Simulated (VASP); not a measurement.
A run of VASP 6.6.1 is set up as follows.

File INCAR:

```
SYSTEM = Te
PREC     = Accurate       ! precision mode
ENCUT    = 520            ! plane-wave cutoff, eV
EDIFF    = 1E-6           ! SCF threshold, eV
ISMEAR   = -1             ! smearing method
SIGMA    = 0.1            ! smearing width, eV
LREAL    = .False.        ! projectors in reciprocal space
LASPH    = .True.         ! aspherical terms in the spheres
NELM     = 100            ! most SCF steps
ALGO     = Normal         ! electronic algorithm
ISIF     = 2              ! what is computed and relaxed
LWAVE    = .False.        ! write WAVECAR
LCHARG   = .False.        ! write CHGCAR
GGA      = RP             ! functional
NBANDS   = 9              ! bands
```

File KPOINTS:

```
regular mesh
0
Gamma
  13 13 13
  0 0 0
```

Contents of POSCAR:

```
Te
1.0
    0.0000000000      2.4073194439      2.4073194439
    2.4073194439      0.0000000000      2.4073194439
    2.4073194439      2.4073194439      0.0000000000
Te
1
Direct
    0.0000000000      0.0000000000      0.0000000000
```

Potentials or basis: VASP PAW PBE potentials, release 64 (Te).

Launch:

```bash
$ cat potpaw_PBE.64/Te/POTCAR > POTCAR
$ mpirun -np 1 vasp_std > vasp.out
```

Question: Estimate the pressure.

Answer: 2.0 GPa.

Question: Estimate the band gap on the k mesh.

Answer: Zero (band 3 reaches 11.28 eV, above the bottom of band 4 at 6.23 eV).

Caveat: the PAW data sets were made with another functional, which shifts forces and pressure a little; spin-orbit coupling is left out, which moves the levels of the heavy elements.
